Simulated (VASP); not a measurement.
# WSe2 in VASP: notebook

The runs below take WSe2 through single point, with PBEsol.

Program: VASP 6.6.1. These are calculated values, not measurements. Logs are shortened: lines on timing, memory, paths and dates and some standing lists are left out, and cuts for length are marked.

## 1. The cell of the first run

The cell holds a slab with vacuum, 3 atoms: a = 3.270 Å, b = 3.270 Å, c = 16.661 Å, α = 90.00°, β = 90.00°, γ = 120.00°.

## 2. Single point, PBEsol (all W atoms moved -0.100 Å, as atom 1 along Cartesian [0 0 1])

Input file INCAR:

```
  PREC = Accurate
  ENCUT = 520
  EDIFF = 1E-7
  ISMEAR = 0
  SIGMA = 0.05
  LREAL = F
  LASPH = T
  NELM = 100
  ALGO = Normal
  ISIF = 2
  LWAVE = F
  LCHARG = F
  GGA = PS
  NBANDS = 20
```

Input file KPOINTS:

```
regular mesh
0
Gamma
  12 12 2
```

Input file POSCAR:

```
WSe2
1.0
    3.2702526784      0.0000000000      0.0000000000
   -1.6351263392      2.8321218963      0.0000000000
    0.0000000000      0.0000000000     16.6612169706
W Se
1 2
Direct
    0.0000000000      0.0000000000     -0.0060019625
    0.3333333333      0.6666666667      0.1003992721
    0.3333333333      0.6666666667      0.8996007279
```

Potentials or basis: VASP PAW PBE potentials, release 64 (W_sv, Se).

Started as:

```sh
$ cat potpaw_PBE.64/W_sv/POTCAR potpaw_PBE.64/Se/POTCAR > POTCAR
$ mpirun -np 1 vasp_std > vasp.out
```

OUTCAR:

```text
PREC = Accurate
   ENCUT = 520
   EDIFF = 1E-7
   ISMEAR = 0
   LREAL = F
   LASPH = T
   NELM = 100
   ISIF = 2
   GGA = PS

 ion  position               nearest neighbor table
   1  0.000  0.000  0.994-   3 2.46   3 2.46   3 2.46   2 2.59   2 2.59   2 2.59
   2  0.333  0.667  0.100-   1 2.59   1 2.59   1 2.59
   3  0.333  0.667  0.900-   1 2.46   1 2.46   1 2.46

  LATTYP: Found a hexagonal cell.
 ALAT       =     3.2702526784
 C/A-ratio  =     5.0947797033

  Lattice vectors:

 A1 = (   3.2702526784,   0.0000000000,   0.0000000000)
 A2 = (  -1.6351263392,   2.8321218963,   0.0000000000)
 A3 = (   0.0000000000,   0.0000000000,  16.6612169706)

Analysis of symmetry for initial positions (statically):
=====================================================================
 Subroutine PRICEL returns:
 Original cell was already a primitive cell.

 Routine SETGRP: Setting up the symmetry group for a
 hexagonal supercell.

 Subroutine GETGRP returns: Found  6 space group operations
 (whereof  6 operations were pure point group operations)
 out of a pool of 24 trial point group operations.

The static configuration has the point symmetry C_3v.

Analysis of symmetry for dynamics (positions and initial velocities):
=====================================================================
 Subroutine PRICEL returns:
 Original cell was already a primitive cell.

 Routine SETGRP: Setting up the symmetry group for a
 hexagonal supercell.

 Subroutine GETGRP returns: Found  6 space group operations
 (whereof  6 operations were pure point group operations)
 out of a pool of 24 trial point group operations.

The dynamic configuration has the point symmetry C_3v.

 Subroutine INISYM returns: Found  6 space group operations
 (whereof  6 operations are pure point group operations),
 and found     1 'primitive' translations

----------------------------------------------------------------------------------------

                                     Primitive cell

  volume of cell :     154.3121

  direct lattice vectors                    reciprocal lattice vectors
     3.270252678  0.000000000  0.000000000     0.305786769  0.176546073  0.000000000
    -1.635126339  2.832121896  0.000000000     0.000000000  0.353092147  0.000000000
     0.000000000  0.000000000 16.661216971     0.000000000  0.000000000  0.060019625

  length of vectors
     3.270252678  3.270252678 16.661216971     0.353092147  0.353092147  0.060019625

  position of ions in fractional coordinates (direct lattice)
     0.000000000  0.000000000  0.993998037
     0.333333333  0.666666667  0.100399272
     0.333333333  0.666666667  0.899600728

  ion indices of the primitive-cell ions
   primitive index   ion index
                 1           1
                 2           2
                 3           3

----------------------------------------------------------------------------------------

 KPOINTS: regular mesh

Automatic generation of k-mesh.
 Grid dimensions read from file:
 generate k-points for:   12   12    2

 Generating k-lattice:

  Cartesian coordinates                     Fractional coordinates (reciprocal lattice)
     0.025482231  0.014712173  0.000000000     0.083333333  0.000000000  0.000000000
     0.000000000  0.029424346  0.000000000     0.000000000  0.083333333  0.000000000
     0.000000000  0.000000000  0.030009813     0.000000000  0.000000000  0.500000000

  Length of vectors
     0.029424346  0.029424346  0.030009813

  Shift w.r.t. Gamma in fractional coordinates (k-lattice)
     0.000000000  0.000000000  0.000000000

 Subroutine IBZKPT returns following result:
 ===========================================

 Found     38 irreducible k-points:

 Following reciprocal coordinates:
            Coordinates               Weight
  0.000000  0.000000  0.000000      1.000000
  0.083333  0.000000  0.000000      6.000000
  0.166667  0.000000  0.000000      6.000000
  0.250000 -0.000000  0.000000      6.000000
  0.333333  0.000000  0.000000      6.000000
  0.416667  0.000000  0.000000      6.000000
[... 16 lines left out ...]
  0.250000 -0.000000  0.500000      6.000000
  0.333333  0.000000  0.500000      6.000000
 [... further k-points ...]
   k-points           NKPTS =     38   k-points in BZ     NKDIM =     38   number of bands    NBANDS=     20
   number of dos      NEDOS =    301   number of ions     NIONS =      3
   total plane-waves  NPLWV =  72576
   dimension x,y,z NGX =    24 NGY =   24 NGZ =  126
   dimension x,y,z NGXF=    48 NGYF=   48 NGZF=  252
   ions per type =               1   2
   NGX,Y,Z   is equivalent  to a cutoff of  12.20, 12.20, 12.57 a.u.
   NGXF,Y,Z  is equivalent  to a cutoff of  24.40, 24.40, 25.14 a.u.
 SYSTEM =  unknown system
   PREC   = accura    normal or accurate (medium, high low for compatibility)
   ISTART =      0    job   : 0-new  1-cont  2-samecut
   ICHARG =      2    charge: 1-file 2-atom 10-const
   ISPIN  =      1    spin polarized calculation?
[... 75 lines left out ...]
      2     -39.0353      2.00000
      3     -38.9062      2.00000
      4     -38.8930      2.00000
      5     -15.6419      2.00000
      6     -14.3597      2.00000
[... 12 lines left out ...]
     19       4.3504      0.00000
     20       4.8444      0.00000

 k-point     3 :       0.1667    0.0000    0.0000
  band No.  band energies     occupation
      1     -74.7643      2.00000
      2     -39.0265      2.00000
      3     -38.9528      2.00000
      4     -38.9039      2.00000
      5     -15.3346      2.00000
      6     -14.2004      2.00000
[... 12 lines left out ...]
     19       4.7464      0.00000
     20       5.5076      0.00000

 k-point     4 :       0.2500   -0.0000    0.0000
  band No.  band energies     occupation
      1     -74.7615      2.00000
      2     -39.0198      2.00000
      3     -39.0104      2.00000
      4     -38.9188      2.00000
      5     -14.8748      2.00000
      6     -13.9598      2.00000
[... 12 lines left out ...]
     19       5.3354      0.00000
     20       5.9451      0.00000

 k-point     5 :       0.3333    0.0000    0.0000
  band No.  band energies     occupation
      1     -74.7586      2.00000
      2     -39.0791      2.00000
      3     -39.0013      2.00000
      4     -38.9337      2.00000
      5     -14.3541      2.00000
      6     -13.6799      2.00000
[... 12 lines left out ...]
     19       5.8004      0.00000
     20       5.9703      0.00000

 k-point     6 :       0.4167    0.0000    0.0000
  band No.  band energies     occupation
      1     -74.7565      2.00000
      2     -39.1243      2.00000
      3     -38.9923      2.00000
      4     -38.9445      2.00000
      5     -13.9265      2.00000
      6     -13.4273      2.00000
[... 12 lines left out ...]
     19       6.0819      0.00000
     20       6.2106      0.00000

 k-point     7 :       0.5000   -0.0000    0.0000
  band No.  band energies     occupation
      1     -74.7558      2.00000
      2     -39.1408      2.00000
      3     -38.9890      2.00000
      4     -38.9485      2.00000
      5     -13.7626      2.00000
      6     -13.3138      2.00000
[... 12 lines left out ...]
     19       6.2195      0.00000
     20       6.3894      0.00000
[... 277 lines left out ...]
 k-point    20 :       0.0000    0.0000    0.5000
  band No.  band energies     occupation
      1     -74.7672      2.00000
      2     -39.0386      2.00000
      3     -38.8890      2.00000
      4     -38.8890      2.00000
      5     -15.7493      2.00000
      6     -14.4151      2.00000
[... 12 lines left out ...]
     19       3.9306      0.00000
     20       4.7860      0.00000

 k-point    21 :       0.0833    0.0000    0.5000
  band No.  band energies     occupation
      1     -74.7664      2.00000
      2     -39.0353      2.00000
      3     -38.9062      2.00000
      4     -38.8930      2.00000
      5     -15.6419      2.00000
      6     -14.3597      2.00000
[... 12 lines left out ...]
     19       4.1064      0.00000
     20       5.1778      0.00000

 k-point    22 :       0.1667    0.0000    0.5000
  band No.  band energies     occupation
      1     -74.7643      2.00000
      2     -39.0265      2.00000
      3     -38.9528      2.00000
      4     -38.9039      2.00000
      5     -15.3346      2.00000
      6     -14.2004      2.00000
[... 12 lines left out ...]
     19       4.5331      0.00000
     20       6.0111      0.00000

 k-point    23 :       0.2500   -0.0000    0.5000
  band No.  band energies     occupation
      1     -74.7615      2.00000
      2     -39.0198      2.00000
      3     -39.0104      2.00000
      4     -38.9188      2.00000
      5     -14.8748      2.00000
      6     -13.9598      2.00000
[... 12 lines left out ...]
     19       5.0954      0.00000
     20       6.3466      0.00000

 k-point    24 :       0.3333    0.0000    0.5000
  band No.  band energies     occupation
      1     -74.7586      2.00000
      2     -39.0791      2.00000
      3     -39.0013      2.00000
      4     -38.9337      2.00000
      5     -14.3541      2.00000
      6     -13.6799      2.00000
[... 12 lines left out ...]
     19       5.8144      0.00000
     20       5.9033      0.00000

 [... further k-points ...]
[... 5 lines left out ...]
  --------------------------------------------------------------------------------------
  -------------------------------------------------------------------------------------
  Total        0.4938839      0.4938839      0.4792925      0.0000000     -0.0000000      0.0000000
  in kB        5.1278519      5.1278519      4.9763540      0.0000000     -0.0000000      0.0000000
  external PRESSURE =       5.0773526 kB  Pullay stress =       0.0000000 kB

 VOLUME and BASIS-vectors are now :
 -----------------------------------------------------------------------------
  energy-cutoff  :      520.00
  volume of cell :      154.31
      direct lattice vectors                 reciprocal lattice vectors
     3.270252678  0.000000000  0.000000000     0.305786769  0.176546073  0.000000000
    -1.635126339  2.832121896  0.000000000     0.000000000  0.353092147  0.000000000
     0.000000000  0.000000000 16.661216971     0.000000000  0.000000000  0.060019625

 POSITION                                       TOTAL-FORCE (eV/Angst)
 -----------------------------------------------------------------------------------
      0.00000      0.00000     16.56122        -0.000000      0.000000      2.985737
     -0.00000      1.88808      1.67277        -0.000000      0.000000     -1.257187
     -0.00000      1.88808     14.98844         0.000000     -0.000000     -1.728550
 -----------------------------------------------------------------------------------
    total drift:                                0.000000     -0.000000      0.000007

  FREE ENERGIE OF THE ION-ELECTRON SYSTEM (eV)
  ---------------------------------------------------
  free  energy   TOTEN  =       -23.0854566507 eV

  energy  without entropy=      -23.0854566507  energy(sigma->0) =      -23.08545665
```

It took 4.5 min on 1 thread of Intel Xeon 8259CL, shared host; peak memory 0.31 GiB.

What came out:

```yaml
Free_energy: -23.0855 eV
Largest_force: 2.986 eV/Å
Band_gap_on_the_k_mesh: 1.63 eV (least direct gap 1.70 eV)
```

Forces on the atoms (eV/Å):
```
W    0.000  0.000  2.986
Se   0.000  0.000 -1.257
Se   0.000  0.000 -1.729
```

Levels at points of the mesh, in eV from the valence-band top:
```tsv
k point	band 11	band 12	band 13	band 14	band 15	band 16
(0.00, 0.00, 0.00)	-1.04	-1.04	-0.23	2.91	2.91	3.56
(0.50, 0.00, 0.00)	-2.14	-0.94	-0.75	2.55	2.85	3.72
(0.00, 0.00, 0.50)	-1.04	-1.04	-0.23	2.91	2.91	3.56
(0.50, 0.00, 0.50)	-2.14	-0.94	-0.75	2.55	2.85	3.72
```

Caveat: the cell differs from its parent crystal (all W atoms moved -0.100 Å, as atom 1 along Cartesian [0 0 1]); there is no dipole correction, which matters where the two faces differ; the PAW data sets were made with another functional, which shifts forces and pressure a little; spin-orbit coupling is left out, which moves the levels of the heavy elements.

## 3. Single point, PBEsol (all W atoms moved +0.075 Å, as atom 1 along Cartesian [0 0 1])

Input file INCAR:

```
PREC = Accurate
ENCUT = 520
EDIFF = 1E-6
ISMEAR = 0
SIGMA = 0.05
LREAL = False
LASPH = True
NELM = 100
ALGO = Normal
ISIF = 2
LWAVE = False
LCHARG = False
GGA = PS
NBANDS = 20
```

Input file KPOINTS:

```
Automatic mesh
0
Gamma
  12 12 2
```

Changes to POSCAR since step 2:

```diff
@@ -8,3 +8,3 @@
 Direct
-    0.0000000000      0.0000000000     -0.0060019625
+    0.0000000000      0.0000000000      0.0045014719
     0.3333333333      0.6666666667      0.1003992721
```

Potentials or basis: VASP PAW PBE potentials, release 64 (W_sv, Se).

Started as:

```sh
$ cat potpaw_PBE.64/W_sv/POTCAR potpaw_PBE.64/Se/POTCAR > POTCAR
$ mpirun -np 1 vasp_std > vasp.out
```

Run time: 4.1 min. Hardware: 1 thread of Intel Xeon 8259CL, shared host; peak memory 0.31 GiB.

The run converged. Its results:

* Free energy: -23.1508 eV
* Largest force: 2.242 eV/Å
* Band gap on the k mesh: 1.65 eV (least direct gap 1.69 eV)

Forces in eV/Å, atoms in the order of the input:
```
W    0.000  0.000 -2.242
Se   0.000  0.000  1.280
Se   0.000  0.000  0.962
```

Levels at points of the mesh, in eV from the valence-band top:
```tsv
k point	band 9	band 10	band 11	band 12	band 13	band 14	band 15	band 16	band 17	band 18
(0.00, 0.00, 0.00)	-2.39	-2.27	-1.10	-1.10	-0.31	2.95	2.95	3.45	3.45	4.38
(0.50, 0.00, 0.00)	-4.22	-3.01	-2.16	-0.97	-0.79	2.54	2.85	3.74	4.52	4.57
(0.00, 0.00, 0.50)	-2.39	-2.27	-1.10	-1.10	-0.31	2.95	2.95	3.45	3.45	4.46
(0.50, 0.00, 0.50)	-4.22	-3.01	-2.16	-0.97	-0.79	2.54	2.85	3.74	4.52	4.57
```

Caveat: the cell differs from its parent crystal (all W atoms moved +0.075 Å, as atom 1 along Cartesian [0 0 1]); there is no dipole correction, which matters where the two faces differ; the PAW data sets were made with another functional, which shifts forces and pressure a little; spin-orbit coupling is left out, which moves the levels of the heavy elements.

## 4. Single point, PBEsol (all W atoms moved -0.050 Å, as atom 1 along Cartesian [0 0 1])

Input file INCAR:

```
SYSTEM = WSe2
PREC = Accurate
ENCUT = 520
EDIFF = 1E-7
ISMEAR = 0
SIGMA = 0.05
LREAL = .False.
LASPH = .True.
NELM = 80
ALGO = Normal
ISIF = 2
LWAVE = .False.
LCHARG = .False.
GGA = PS
NBANDS = 20
```

Input file KPOINTS:

```
regular mesh
0
Gamma
  12 12 2
  0 0 0
```

Changes to POSCAR since step 3:

```diff
@@ -8,3 +8,3 @@
 Direct
-    0.0000000000      0.0000000000      0.0045014719
+    0.0000000000      0.0000000000     -0.0030009813
     0.3333333333      0.6666666667      0.1003992721
```

Started as:

```sh
$ cat potpaw_PBE.64/W_sv/POTCAR potpaw_PBE.64/Se/POTCAR > POTCAR
$ mpirun -np 1 vasp_std > vasp.out
```

It took 4.3 min on 1 thread of Intel Xeon 8259CL, shared host; peak memory 0.31 GiB.

It converged, with:

```yaml
Free_energy: -23.1975 eV
Largest_force: 1.496 eV/Å
Band_gap_on_the_k_mesh: 1.67 eV (least direct gap 1.69 eV)
```

Forces on the atoms (eV/Å):
```
W    0.000  0.000  1.496
Se   0.000  0.000 -0.644
Se   0.000  0.000 -0.853
```

Levels at points of the mesh, in eV from the valence-band top:
```tsv
k point	band 11	band 12	band 13	band 14	band 15	band 16
(0.00, 0.00, 0.00)	-1.14	-1.14	-0.37	3.00	3.00	3.36
(0.50, 0.00, 0.00)	-2.17	-1.00	-0.82	2.53	2.86	3.75
(0.00, 0.00, 0.50)	-1.14	-1.14	-0.37	3.00	3.00	3.36
(0.50, 0.00, 0.50)	-2.17	-1.00	-0.82	2.53	2.86	3.75
```

Caveat: the cell differs from its parent crystal (all W atoms moved -0.050 Å, as atom 1 along Cartesian [0 0 1]); there is no dipole correction, which matters where the two faces differ; the PAW data sets were made with another functional, which shifts forces and pressure a little; spin-orbit coupling is left out, which moves the levels of the heavy elements.

## 5. Single point, PBEsol (all W atoms moved +0.025 Å, as atom 1 along Cartesian [0 0 1])

Input file INCAR:

```
SYSTEM = WSe2
PREC     = Accurate       ! precision mode
ENCUT    = 520            ! plane-wave cutoff, eV
EDIFF    = 1E-6           ! SCF threshold, eV
ISMEAR   = 0              ! smearing method
SIGMA    = 0.05           ! smearing width, eV
LREAL    = .False.        ! projectors in reciprocal space
LASPH    = .True.         ! aspherical terms in the spheres
NELM     = 100            ! most SCF steps
ALGO     = Normal         ! electronic algorithm
ISIF     = 2              ! what is computed and relaxed
LWAVE    = .False.        ! write WAVECAR
LCHARG   = .False.        ! write CHGCAR
GGA      = PS             ! functional
NBANDS   = 20             ! bands
```

KPOINTS is that of step 4.

Changes to POSCAR since step 4:

```diff
@@ -8,3 +8,3 @@
 Direct
-    0.0000000000      0.0000000000     -0.0030009813
+    0.0000000000      0.0000000000      0.0015004906
     0.3333333333      0.6666666667      0.1003992721
```

Started as:

```sh
$ cat potpaw_PBE.64/W_sv/POTCAR potpaw_PBE.64/Se/POTCAR > POTCAR
$ mpirun -np 1 vasp_std > vasp.out
```

It took 3.8 min on 1 thread of Intel Xeon 8259CL, shared host; peak memory 0.31 GiB.

It converged, with:

| Item | Value |
| --- | --- |
| Free energy | -23.2256 eV |
| Largest force | 0.748 eV/Å |
| Band gap on the k mesh | 1.68 eV (least direct gap 1.69 eV) |

Forces in eV/Å, atoms in the order of the input:
```
W    0.000  0.000 -0.748
Se   0.000  0.000  0.446
Se   0.000  0.000  0.303
```

Levels at points of the mesh, in eV from the valence-band top:
```
           k point  band 11  band 12  band 13  band 14  band 15  band 16
(0.00, 0.00, 0.00)    -1.17    -1.17    -0.40     3.04     3.04     3.29
(0.50, 0.00, 0.00)    -2.18    -1.02    -0.84     2.53     2.86     3.76
(0.00, 0.00, 0.50)    -1.17    -1.17    -0.40     3.04     3.04     3.29
(0.50, 0.00, 0.50)    -2.18    -1.02    -0.84     2.53     2.86     3.76
```

Caveat: the cell differs from its parent crystal (all W atoms moved +0.025 Å, as atom 1 along Cartesian [0 0 1]); there is no dipole correction, which matters where the two faces differ; the PAW data sets were made with another functional, which shifts forces and pressure a little; spin-orbit coupling is left out, which moves the levels of the heavy elements.

## 6. The runs side by side

```tsv
cell	gap on the mesh (eV)	largest force (eV/Å)
as given, atomic positions A	1.63	2.99
as given, atomic positions B	1.65	2.24
as given, atomic positions C	1.67	1.50
as given, atomic positions D	1.68	0.75
```

Alike in all rows: task single point; level PBEsol; potentials or basis VASP PAW PBE potentials, release 64 (W_sv, Se); no spin polarisation; k mesh 12 × 12 × 2; cutoff (eV) 520; smearing gaussian 0.05 eV.

Caveats: there is no dipole correction, which matters where the two faces differ; the PAW data sets were made with another functional, which shifts forces and pressure a little; spin-orbit coupling is left out, which moves the levels of the heavy elements.

Total energies depend on the potentials used, so only differences within one code and one set of settings carry meaning.
